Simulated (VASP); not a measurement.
# Y3ScO6 (R3m) in VASP: a series of runs

Runs on Y3ScO6. Level: PBE. Tasks: single point.

Everything below comes from runs of VASP 6.6.1. Logs are shortened: lines on timing, memory, paths and dates and some standing lists are left out, and cuts for length are marked.

### 1 The cell of the first run

Symmetry: R3m, No. 160, trigonal system. Conventional cell: a = 3.634 Å, b = 3.634 Å, c = 36.328 Å, α = 90.00°, β = 90.00°, γ = 120.00°. Y (site symmetry 3m) has 7 O at 2.22 to 2.59 Å within 2.9 Å. Y (site symmetry 3m) has 7 O at 2.23 to 2.50 Å within 2.9 Å. Y (site symmetry 3m) has 7 O at 2.16 to 2.66 Å within 2.9 Å. Within 2.6 Å of Sc (site symmetry 3m) lie 5 O at 1.96 to 2.16 Å. O (site symmetry 3m) has 3 Sc at 2.12 Å and 1 Y at 2.59 Å and 3 O at 2.80 Å within 2.9 Å. O (site symmetry 3m) has 4 Y at 2.16 to 2.50 Å and 6 O at 2.74 to 3.00 Å within 3.1 Å. O (site symmetry 3m) has 1 Sc at 2.16 Å and 3 Y at 2.22 Å and 6 O at 2.80 to 2.95 Å within 3.0 Å. O (site symmetry 3m) has 4 Y at 2.23 to 2.27 Å and 6 O at 2.74 to 2.91 Å within 3.0 Å.

### 2 Single point, PBE

File INCAR:

```
  PREC = Accurate
  ENCUT = 520
  EDIFF = 1E-7
  ISMEAR = 0
  SIGMA = 0.1
  LREAL = F
  LASPH = T
  NELM = 60
  ALGO = Normal
  ISIF = 2
  LWAVE = F
  LCHARG = F
  GGA = PE
  NBANDS = 51
```

File KPOINTS:

```
Automatic mesh
0
Gamma
  6 6 6
```

File POSCAR:

```
Y3ScO6
1.0
    1.8171051000      1.0491061000     12.1091780000
   -1.8171051000      1.0491061000     12.1091780000
    0.0000000000     -2.0982123000     12.1091780000
Y Sc O
3 1 6
Direct
    0.1605780000      0.1605780000      0.1605780000
    0.3253760000      0.3253760000      0.3253760000
    0.9092040000      0.9092040000      0.9092040000
    0.7477240000      0.7477240000      0.7477240000
    0.0893040000      0.0893040000      0.0893040000
    0.2565900000      0.2565900000      0.2565900000
    0.8070910000      0.8070910000      0.8070910000
    0.9715580000      0.9715580000      0.9715580000
    0.6936770000      0.6936770000      0.6936770000
    0.5307890000      0.5307890000      0.5307890000
```

Potentials or basis: VASP PAW PBE potentials, release 64 (Y_sv, Sc_sv, O).

On the command line:

```console
cat potpaw_PBE.64/Y_sv/POTCAR potpaw_PBE.64/Sc_sv/POTCAR potpaw_PBE.64/O/POTCAR > POTCAR
mpirun -np 1 vasp_std > vasp.out
```

OUTCAR:

```text
PREC = Accurate
   ENCUT = 520
   EDIFF = 1E-7
   ISMEAR = 0
   LREAL = F
   LASPH = T
   NELM = 60
   ISIF = 2
   GGA = PE

 ion  position               nearest neighbor table
   1  0.161  0.161  0.161-   7 2.22   7 2.22   7 2.22  10 2.49  10 2.49  10 2.49   5 2.59   4 3.57
                             4 3.57   4 3.57   3 3.64   3 3.64   3 3.64
   2  0.325  0.325  0.325-   8 2.23   8 2.23   8 2.23   9 2.45   9 2.45   9 2.45   6 2.50   3 3.67
                             3 3.67   3 3.67   4 3.85   4 3.85   4 3.85
   3  0.909  0.909  0.909-   6 2.16   6 2.16   6 2.16   8 2.27  10 2.66  10 2.66  10 2.66   1 3.64
                             1 3.64   1 3.64   2 3.67   2 3.67   2 3.67
   4  0.748  0.748  0.748-   9 1.96   5 2.12   5 2.12   5 2.12   7 2.16   1 3.57   1 3.57   1 3.57
                             2 3.85   2 3.85   2 3.85
   5  0.089  0.089  0.089-   4 2.12   4 2.12   4 2.12   1 2.59
   6  0.257  0.257  0.257-   3 2.16   3 2.16   3 2.16   2 2.50
   7  0.807  0.807  0.807-   4 2.16   1 2.22   1 2.22   1 2.22
   8  0.972  0.972  0.972-   2 2.23   2 2.23   2 2.23   3 2.27
   9  0.694  0.694  0.694-   4 1.96   2 2.45   2 2.45   2 2.45
  10  0.531  0.531  0.531-   1 2.49   1 2.49   1 2.49   3 2.66   3 2.66   3 2.66

  LATTYP: Found a trigonal (rhomboedric) cell.
 ALAT       =    12.2896170156
 COS(alpha) =     0.9562766529

  Lattice vectors:

 A1 = (   1.8171051000,   1.0491061000,  12.1091780000)
 A2 = (  -1.8171051000,   1.0491061000,  12.1091780000)
 A3 = (   0.0000000000,  -2.0982123000,  12.1091780000)

Analysis of symmetry for initial positions (statically):
=====================================================================
 Subroutine PRICEL returns:
 Original cell was already a primitive cell.

 Routine SETGRP: Setting up the symmetry group for a
 trigonal (rhombohedral) supercell.

 Subroutine GETGRP returns: Found  6 space group operations
 (whereof  6 operations were pure point group operations)
 out of a pool of 12 trial point group operations.

The static configuration has the point symmetry C_3v.

Analysis of symmetry for dynamics (positions and initial velocities):
=====================================================================
 Subroutine PRICEL returns:
 Original cell was already a primitive cell.

 Routine SETGRP: Setting up the symmetry group for a
 trigonal (rhombohedral) supercell.

 Subroutine GETGRP returns: Found  6 space group operations
 (whereof  6 operations were pure point group operations)
 out of a pool of 12 trial point group operations.

The dynamic configuration has the point symmetry C_3v.

[... 124 lines left out ...]
   PSTRESS=    0.0 pullay stress
   NELECT =      80.0000    total number of electrons
   NUPDOWN=      -1.0000    fix difference up-down
   EMIN   =  10.00;   EMAX   =-10.00  energy-range for DOS
   EFERMI =   0.00;   METHOD = LEGACY
   ISMEAR =     0;   SIGMA  =   0.10  broadening in eV -4-tet -1-fermi 0-gaus
   EFERMI_NEDOS =   21; number of points for ismear=-14 and -15
   IALGO  =     38    algorithm
   IMIX   =      4    mixing-type and parameters
     AMIX     =   0.40;   BMIX     =  1.00
     AMIX_MAG =   1.60;   BMIX_MAG =  1.00
  volume/ion in A,a.u.               =      13.85        93.47
  Fermi-wavevector in a.u.,A,eV,Ry     =   1.363378  2.576411 25.290513  1.858800
  Thomas-Fermi vector in A             =   2.489786
   LORBIT       =      0    0 simple, 1 ext, 2 COOP (PROOUT), +10 PAW based schemes
   GGA     = PE    functional components
   LHFCALC =     F    Hartree Fock is set to
   AEXX    =    0.0000 exact exchange contribution
   IVDW    =     0    specifies the selected vdW correction
   LEPSILON=     F    determine dielectric tensor
   LRPA    =     F    only Hartree local field effects (RPA)
 non-spin polarized calculation
 Gauss-broadening in eV      SIGMA  =   0.10
  energy-cutoff  :      520.00
  volume of cell :      138.50
 maximum number of plane-waves:      3759
 NGX is ok and might be reduce to    96

 number of electron      79.9999997 magnetization

 Free energy of the ion-electron system (eV)
  ---------------------------------------------------
  ext. energy  EPLUGINS =         0.00000000
  ---------------------------------------------------
  free energy    TOTEN  =       -90.39692037 eV

  energy without entropy =      -90.39692037  energy(sigma->0) =      -90.39692037

 E-fermi :   2.8442     XC(G=0): -10.5796

 val. band max:        2.2778500715   @ k =   0.0000   0.0000   0.0000
 cond. band min:       5.2330092558   @ k =  -0.1667   0.5000   0.1667
 fundamental gap:      2.9551591843
 Fermi energy:         2.8441588261

 k-point     1 :       0.0000    0.0000    0.0000
  band No.  band energies     occupation
      1     -45.3692      2.00000
      2     -38.0251      2.00000
      3     -37.4188      2.00000
      4     -37.3166      2.00000
      5     -24.0371      2.00000
      6     -24.0217      2.00000
[... 1285 lines left out ...]
     50       8.9844      0.00000
     51       9.3259      0.00000

 [... further k-points ...]

------------------------ aborting loop because EDIFF is reached ----------------------------------------

  FORCE on cell =-STRESS in cart. coord.  units (eV):
  Direction    XX          YY          ZZ          XY          YZ          ZX
  --------------------------------------------------------------------------------------
  -------------------------------------------------------------------------------------
  Total        0.0996045      0.0996045      0.2828503      0.0000000     -0.0000000     -0.0000000
  in kB        1.1521901      1.1521902      3.2719143      0.0000000     -0.0000000     -0.0000000
  external PRESSURE =       1.8587649 kB  Pullay stress =       0.0000000 kB

 VOLUME and BASIS-vectors are now :
 -----------------------------------------------------------------------------
  energy-cutoff  :      520.00
  volume of cell :      138.50
      direct lattice vectors                 reciprocal lattice vectors
     1.817105100  1.049106100 12.109178000     0.275162950  0.158865401  0.027527330
    -1.817105100  1.049106100 12.109178000    -0.275162950  0.158865401  0.027527330
     0.000000000 -2.098212300 12.109178000     0.000000000 -0.317730802  0.027527329

 POSITION                                       TOTAL-FORCE (eV/Angst)
 -----------------------------------------------------------------------------------
      0.00000     -0.00000      5.83340         0.000000     -0.000000      0.009594
      0.00000     -0.00000     11.82011         0.000000      0.000000     -0.001887
      0.00000     -0.00000     33.02914         0.000000      0.000000     -0.006077
      0.00000     -0.00000     27.16297         0.000000     -0.000000      0.037290
      0.00000     -0.00000      3.24419         0.000000     -0.000000      0.014931
      0.00000     -0.00000      9.32128         0.000000     -0.000000      0.001409
      0.00000     -0.00000     29.31963         0.000000     -0.000000      0.045013
      0.00000     -0.00000     35.29431         0.000000      0.000000     -0.001704
      0.00000     -0.00000     25.19957         0.000000      0.000000     -0.101036
      0.00000     -0.00000     19.28226         0.000000     -0.000000      0.002468
 -----------------------------------------------------------------------------------
    total drift:                                0.000000     -0.000001      0.000795

  FREE ENERGIE OF THE ION-ELECTRON SYSTEM (eV)
  ---------------------------------------------------
  free  energy   TOTEN  =       -90.3969203732 eV

  energy  without entropy=      -90.3969203732  energy(sigma->0) =      -90.39692037
```

Wall time 70 min (1 thread of Intel Xeon Platinum 8559C (Emerald Rapids), shared host); peak memory 1.7 GiB.

Results:

```
Free energy            : -90.3969 eV
Pressure               : 0.2 GPa
Largest force          : 0.101 eV/Å
Band gap on the k mesh : 2.96 eV (least direct gap 3.35 eV)
```

Forces on the atoms (eV/Å):
```
Y    0.000  0.000  0.010
Y    0.000  0.000 -0.002
Y    0.000  0.000 -0.006
Sc   0.000  0.000  0.037
O    0.000  0.000  0.015
O    0.000  0.000  0.001
O    0.000  0.000  0.045
O    0.000  0.000 -0.002
O    0.000  0.000 -0.101
O    0.000  0.000  0.002
```

Stress tensor (GPa, compression positive):
```
0.12 0.00 0.00
0.00 0.12 0.00
0.00 0.00 0.33
```

A k mesh can miss the band edges.

### 3 Single point, PBE

File INCAR:

```
SYSTEM = Y3ScO6
PREC = Accurate
ENCUT = 520
EDIFF = 1E-6
ISMEAR = 0
SIGMA = 0.02
LREAL = .FALSE.
LASPH = .TRUE.
NELM = 60
ALGO = Normal
ISIF = 2
LWAVE = .FALSE.
LCHARG = .FALSE.
GGA = PE
NBANDS = 51
```

File KPOINTS:

```
regular mesh
0
G
  6 6 6
  0 0 0
```

POSCAR, as its differences from that of step 2:

```diff
@@ -2,5 +2,5 @@
 1.0
-    1.8171051000      1.0491061000     12.1091780000
-   -1.8171051000      1.0491061000     12.1091780000
-    0.0000000000     -2.0982123000     12.1091780000
+    1.8171051127      1.0491061093     12.1091780014
+   -1.8171051127      1.0491061093     12.1091780014
+    0.0000000000     -2.0982122686     12.1091779971
 Y Sc O
```

Potentials or basis: VASP PAW PBE potentials, release 64 (Y_sv, Sc_sv, O).

On the command line:

```console
cat potpaw_PBE.64/Y_sv/POTCAR potpaw_PBE.64/Sc_sv/POTCAR potpaw_PBE.64/O/POTCAR > POTCAR
mpirun -np 1 vasp_std > vasp.out
```

OUTCAR:

```text
SYSTEM = Y3ScO6
   PREC = Accurate
   ENCUT = 520
   EDIFF = 1E-6
   ISMEAR = 0
   LREAL = .FALSE.
   LASPH = .TRUE.
   NELM = 60
   ISIF = 2
   GGA = PE

 ion  position               nearest neighbor table
   1  0.161  0.161  0.161-   7 2.22   7 2.22   7 2.22  10 2.49  10 2.49  10 2.49   5 2.59   4 3.57
                             4 3.57   4 3.57   3 3.64   3 3.64   3 3.64
   2  0.325  0.325  0.325-   8 2.23   8 2.23   8 2.23   9 2.45   9 2.45   9 2.45   6 2.50   3 3.67
                             3 3.67   3 3.67   4 3.85   4 3.85   4 3.85
   3  0.909  0.909  0.909-   6 2.16   6 2.16   6 2.16   8 2.27  10 2.66  10 2.66  10 2.66   1 3.64
[... 1524 lines left out ...]
  external PRESSURE =       1.9209602 kB  Pullay stress =       0.0000000 kB

 VOLUME and BASIS-vectors are now :
 -----------------------------------------------------------------------------
  energy-cutoff  :      520.00
  volume of cell :      138.50
      direct lattice vectors                 reciprocal lattice vectors
     1.817105113  1.049106109 12.109178001     0.275162948  0.158865402  0.027527330
    -1.817105113  1.049106109 12.109178001    -0.275162948  0.158865402  0.027527330
     0.000000000 -2.098212269 12.109177997     0.000000000 -0.317730804  0.027527329

 POSITION                                       TOTAL-FORCE (eV/Angst)
 -----------------------------------------------------------------------------------
      0.00000     -0.00000      5.83340         0.000000     -0.000000      0.009966
      0.00000     -0.00000     11.82011         0.000000      0.000000     -0.002097
      0.00000     -0.00000     33.02914         0.000000      0.000000     -0.006055
      0.00000     -0.00000     27.16297         0.000000     -0.000000      0.037330
      0.00000     -0.00000      3.24419         0.000000     -0.000000      0.015161
      0.00000     -0.00000      9.32128         0.000000     -0.000000      0.001396
      0.00000     -0.00000     29.31963         0.000000     -0.000000      0.045541
      0.00000     -0.00000     35.29431         0.000000      0.000000     -0.001893
      0.00000     -0.00000     25.19957         0.000000      0.000000     -0.102100
      0.00000     -0.00000     19.28226         0.000000     -0.000000      0.002750
 -----------------------------------------------------------------------------------
    total drift:                                0.000000     -0.000000      0.000054

  FREE ENERGIE OF THE ION-ELECTRON SYSTEM (eV)
  ---------------------------------------------------
  free  energy   TOTEN  =       -90.3969208664 eV

  energy  without entropy=      -90.3969208664  energy(sigma->0) =      -90.39692087
```

It took 58 min on 1 thread of Intel Xeon Platinum 8559C (Emerald Rapids), shared host; peak memory 1.8 GiB.

What came out:

* Free energy: -90.3969 eV
* Pressure: 0.2 GPa
* Largest force: 0.102 eV/Å
* Band gap on the k mesh: 2.96 eV (least direct gap 3.35 eV)

Forces in eV/Å, atoms in the order of the input:
```
Y    0.000  0.000  0.010
Y    0.000  0.000 -0.002
Y    0.000  0.000 -0.006
Sc   0.000  0.000  0.037
O    0.000  0.000  0.015
O    0.000  0.000  0.001
O    0.000  0.000  0.046
O    0.000  0.000 -0.002
O    0.000  0.000 -0.102
O    0.000  0.000  0.003
```

Stress tensor (GPa, compression positive):
```
0.12 0.00 0.00
0.00 0.12 0.00
0.00 0.00 0.34
```

A k mesh can miss the band edges.

### 4 Single point, PBE

This run uses another cell than the first one, of the same volume but with other edges.

File INCAR:

```
SYSTEM = Y3ScO6
PREC = Accurate
ENCUT = 520
EDIFF = 1E-6
ISMEAR = 0
SIGMA = 0.1
LREAL = .False.
LASPH = .True.
NELM = 100
ALGO = Normal
ISIF = 2
LWAVE = .False.
LCHARG = .False.
GGA = PE
NBANDS = 51
```

File KPOINTS:

```
regular mesh
0
Gamma
  6 6 6
  0 0 0
```

File POSCAR:

```
Y3ScO6
1.0
   -1.8171051127      3.1473183779      0.0000000043
   -3.6342102255      0.0000000000      0.0000000000
   -1.8171051127      1.0491061093     12.1091780014
Y Sc O
3 1 6
Direct
    0.8394220000      0.8394220000      0.4817340000
    0.6746240000      0.6746240000      0.9761280000
    0.0907960000      0.0907960000      0.7276120000
    0.2522760000      0.2522760000      0.2431720000
    0.9106960000      0.9106960000      0.2679120000
    0.7434100000      0.7434100000      0.7697700000
    0.1929090000      0.1929090000      0.4212730000
    0.0284420000      0.0284420000      0.9146740000
    0.3063230000      0.3063230000      0.0810310000
    0.4692110000      0.4692110000      0.5923670000
```

On the command line:

```console
cat potpaw_PBE.64/Y_sv/POTCAR potpaw_PBE.64/Sc_sv/POTCAR potpaw_PBE.64/O/POTCAR > POTCAR
mpirun -np 1 vasp_std > vasp.out
```

Wall time 4.4 min (1 thread of Intel Xeon Platinum 8559C (Emerald Rapids), shared host); peak memory 0.37 GiB.

The run converged. Its results:

```yaml
Free_energy: -90.3968 eV
Pressure: 0.2 GPa
Largest_force: 0.102 eV/Å
Band_gap_on_the_k_mesh: 2.96 eV (least direct gap 3.35 eV)
```

Forces on the atoms (eV/Å):
```
Y    0.000  0.000  0.010
Y    0.000  0.000 -0.002
Y    0.000  0.000 -0.006
Sc   0.000  0.000  0.037
O    0.000  0.000  0.015
O    0.000  0.000  0.001
O    0.000  0.000  0.046
O    0.000  0.000 -0.002
O    0.000  0.000 -0.102
O    0.000  0.000  0.003
```

Stress tensor (GPa, compression positive):
```
0.12 0.00 0.00
0.00 0.12 0.00
0.00 0.00 0.33
```

Levels at points of the mesh, in eV from the valence-band top:
```csv
k point,band 38,band 39,band 40,band 41,band 42,band 43
"(0.00, 0.00, 0.00)",-0.40,-0.40,0.00,3.60,4.86,4.86
"(0.50, 0.00, 0.00)",-0.56,-0.42,-0.32,3.76,4.65,4.89
"(0.50, 0.50, 0.00)",-0.56,-0.48,-0.26,3.74,4.74,4.89
"(0.00, 0.00, 0.50)",-0.40,-0.40,-0.27,3.69,4.86,4.90
```

A k mesh can miss the band edges.

### 5 Overview

```tsv
cell	smearing	gap on the mesh (eV)	pressure (GPa)	largest force (eV/Å)
a = 12.290 Å, angles 17.0°, 10 atoms	gaussian 0.1 eV	2.96	0.2	0.10
a = 12.290 Å, angles 17.0°, 10 atoms	gaussian 0.02 eV	2.96	0.2	0.10
a = 3.634, b = 3.634, c = 12.290 Å, angles 81.5, 81.5, 60.0°, 10 atoms	gaussian 0.1 eV	2.96	0.2	0.10
```

Alike in all rows: task single point; level PBE; potentials or basis VASP PAW PBE potentials, release 64 (Y_sv, Sc_sv, O); no spin polarisation; k mesh 6 × 6 × 6; cutoff (eV) 520.

Absolute energies hang on the potentials; compare differences alone.
